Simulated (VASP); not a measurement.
Input of a VASP 6.6.1 run:

The input POSCAR:

```
C
1.0
    2.4561701622      0.0000000000      0.0000000000
   -1.2280850811      2.1271057565      0.0000000000
    0.0000000000      0.0000000000      8.5238033600
C
2
Direct
    0.6666666667      0.3333333333      0.0000000000
    0.3333333333      0.6666666667      0.0000000000
```

The input INCAR.step1:

```
SYSTEM = C
  PREC = Accurate
  ENCUT = 520
  EDIFF = 1E-5
  ISMEAR = -1
  SIGMA = 0.05
  LREAL = .FALSE.
  LASPH = .TRUE.
  NELM = 120
  ALGO = Normal
  ISIF = 2
  LWAVE = .TRUE.
  LCHARG = .FALSE.
  NBANDS = 11
  GGA = PE
  GGA_COMPAT = .FALSE.
```

INCAR.step2

```
SYSTEM = C
  PREC = Accurate
  ENCUT = 520
  EDIFF = 1E-6
  ISMEAR = -1
  SIGMA = 0.05
  LREAL = .FALSE.
  LASPH = .TRUE.
  NELM = 120
  ALGO = Normal
  ISIF = 2
  LWAVE = .FALSE.
  LCHARG = .FALSE.
  GGA = PE
  LHFCALC = .TRUE.
  AEXX = 0.25
  HFSCREEN = 0.1
  PRECFOCK = Normal
  NBANDS = 11
  ISTART = 1
  GGA_COMPAT = .FALSE.
```

Contents of KPOINTS:

```
regular mesh
0
G
  6 6 2
  0 0 0
```

Potentials or basis: VASP PAW PBE potentials, release 64 (C).

Run with:

```console
$ cat potpaw_PBE.64/C/POTCAR > POTCAR
$ cp INCAR.step1 INCAR
$ mpirun -np 1 vasp_std > vasp.out
$ cp INCAR.step2 INCAR
$ mpirun -np 1 vasp_std > vasp.out
```

(1) Predict the band gap on the k mesh.

Answers

(1) zero (filled and empty bands touch).

Caveat: the k points lie up to 0.49 Å⁻¹ apart.
